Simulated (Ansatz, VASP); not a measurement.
## One calculation of PbS, two programs

File INCAR:

```
SYSTEM = PbS
PREC = Accurate
ENCUT = 520
EDIFF = 1E-6
ISMEAR = 0
SIGMA = 0.01
LREAL = .False.
LASPH = .True.
NELM = 100
ALGO = Normal
ISIF = 2
LWAVE = .False.
LCHARG = .True.
GGA = PS
LELF = .True.
LVHAR = .True.
NBANDS = 28
```

Contents of KPOINTS:

```
Automatic mesh
0
Gamma
  6 6 6
  0 0 0
```

The input POSCAR:

```
PbS
1.0
    2.1340014421     -6.1469841120      0.0000000000
    2.1340014421      6.1469841120      0.0000000000
    0.0000000000      0.0000000000      4.3905215253
Pb S
2 2
Direct
    0.8694366500      0.1305633500      0.7500000000
    0.1305633500      0.8694366500      0.2500000000
    0.6452029100      0.3547970900      0.7500000000
    0.3547970900      0.6452029100      0.2500000000
```

Input for Ansatz:

```yaml
crystal:
  lattice:
    - [2.134001442075295, -6.146984111999774, 0.0]
    - [2.134001442075295, 6.146984111999774, 0.0]
    - [0.0, 0.0, 4.390521525305948]
  atoms:
    - { symbol: Pb, position: [0.86943665, 0.13056335, 0.75] }
    - { symbol: Pb, position: [0.13056335, 0.86943665, 0.25] }
    - { symbol: S, position: [0.64520291, 0.35479709, 0.75] }
    - { symbol: S, position: [0.35479709, 0.64520291, 0.25] }
basis:
  ecutwfc: 500.0
kpoints:
  mp_grid:
    grid: [6, 6, 6]
hamiltonian:
  xc: pbesol
scf:
  occupations:
    method: fixed
output:
  stress: true
```

Alike in both runs: task single point; functional PBEsol; k mesh 6 × 6 × 6; no spin polarisation.

|  | VASP | Ansatz |
| --- | --- | --- |
| version | VASP 6.6.1 | Ansatz 0.2.0 |
| potentials or method | VASP PAW PBE potentials, release 64 (Pb_d, S), cutoff 520 eV | plane waves, PAW |
| occupations | gaussian, width 0.01 eV | fixed |
| valence electrons in the cell | 40 | 40 |

```tsv
	VASP	Ansatz	Ansatz less VASP
pressure (GPa)	-5.1	-5.1	+0.05
traceless stress, the component that is largest in VASP (GPa)	0.42	0.43	+0.011
```

VASP's potentials were made for PBE, not for PBEsol.

Spin-orbit coupling is off throughout.
